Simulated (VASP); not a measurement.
Crystal: Br.

```xyz
3
Lattice="4.5976 0.0000 0.0000 0.0000 4.5976 0.0000 0.0000 0.0000 4.5976" Properties=species:S:1:pos:R:3 pbc="T T T"
Br    2.2988    0.0000    0.0000
Br    0.0000    2.2988    0.0000
Br    0.0000    0.0000    2.2988
```

* Program: VASP 6.6.1
* Task: relaxation of cell and atoms
* Functional: PBE
* Potentials or basis: VASP PAW PBE potentials, release 64 (Br)
* Cutoff: 600 eV
* k mesh: 10 × 10 × 10
* Occupations: gaussian, width 0.1 eV
* Spin: no spin polarisation

At the start: pressure -0.7 GPa; volume 32.40 Å³/atom.

Task: How do energy, volume and symmetry change on relaxing?

Result: Over 3 steps the energy falls by 2.1 meV/atom and the volume is 31.43 Å³/atom (-3.0 %); space group Pm-3m (No. 221, to 0.05 Å).

Step by step:
| step | energy change (eV) | largest force (eV/Å) | pressure (GPa) | volume (Å³) |
| --- | --- | --- | --- | --- |
| 1 | 0.0000 | 0.0000 | -0.69 | 97.19 |
| 2 | -0.0057 | 0.0000 | -0.24 | 95.24 |
| 3 | -0.0064 | 0.0000 | 0.00 | 94.29 |

Final structure:
```
Br
1.0
     4.55158    0.00000    0.00000
     0.00000    4.55158    0.00000
     0.00000    0.00000    4.55158
Br
3
Cartesian
  2.2758 0.0000 0.0000
  0.0000 2.2758 0.0000
  0.0000 0.0000 2.2758
```

Caveat: an odd number of electrons without spin polarisation forces a metal; a magnetic or distorted state may lie lower.
